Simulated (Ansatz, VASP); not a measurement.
V: VASP beside Ansatz

```
CELL_PARAMETERS angstrom
-1.53428 1.53428 1.53428
1.53428 -1.53428 1.53428
1.53428 1.53428 -1.53428
ATOMIC_POSITIONS crystal
V 0.00000 0.00000 0.00000
```

Alike in both runs: task single point; functional LDA; k mesh 12 × 12 × 12; occupations fermi-dirac, width 0.05 eV; collinear spin.

|  | VASP | Ansatz |
| --- | --- | --- |
| version | VASP 6.6.1 | Ansatz 0.2.0 |
| potentials or method | VASP PAW LDA potentials, release 64 (V_sv) | Ansatz PAW |
| plane-wave cutoff (eV) | 520 | 420 |
| valence electrons in the cell | 13 | 13 |

VASP gave:

* gap on the k mesh at the Fermi level (eV): none
* pressure (GPa): -22.4
* net moment per atom (μB): 0.00

Problem. What did Ansatz give for the same quantities?

Solution. gap on the k mesh at the Fermi level (eV): none; pressure (GPa): -22.7; net moment per atom (μB): 0.00.

LDA's correlation is that of Perdew and Zunger in VASP and of Perdew and Wang (1992) in Ansatz. A gap of «none» marks a metal or a gap that the smearing closes.
